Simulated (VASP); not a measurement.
Sc, 4 atoms in the cell. Symmetry: P6_3/mmc, No. 194, hexagonal system. Conventional cell: a = 3.371 Å, b = 3.371 Å, c = 10.769 Å, α = 90.00°, β = 90.00°, γ = 120.00°. Within 4.4 Å of Sc (site symmetry -3m) lie 12 Sc at 3.32 to 3.37 Å. Within 4.4 Å of Sc (site symmetry -6m2) lie 12 Sc at 3.32 to 3.37 Å.  This cell differs from its parent crystal: volume scaled by 1.04.

| Item | Value |
| --- | --- |
| Program | VASP 6.6.1 |
| Task | single point |
| Functional | revPBE |
| Potentials or basis | VASP PAW PBE potentials, release 64 (Sc_sv) |
| Cutoff | 520 eV |
| k mesh | 12 × 12 × 4 |
| Occupations | fermi-dirac, width 0.1 eV |
| Spin | no spin polarisation |
| Dipole correction | no |
| Further INCAR settings | ALGO = Normal; EDIFF = 1e-06; NBANDS = 30 |

Potentials or basis: VASP PAW PBE potentials, release 64 (Sc_sv).

Command:

```bash
$ cat potpaw_PBE.64/Sc_sv/POTCAR > POTCAR
$ mpirun -np 1 vasp_std > vasp.out
```

Hardware: 1 thread of Intel Xeon 6975P-C, on a shared host.

**Question.** Estimate the wall time of this run.

**Answer.** Wall time 3.4 min on 1 thread of Intel Xeon 6975P-C, with other jobs on the host, peak memory 0.31 GiB. Counts: scf iterations 14, k points 57.
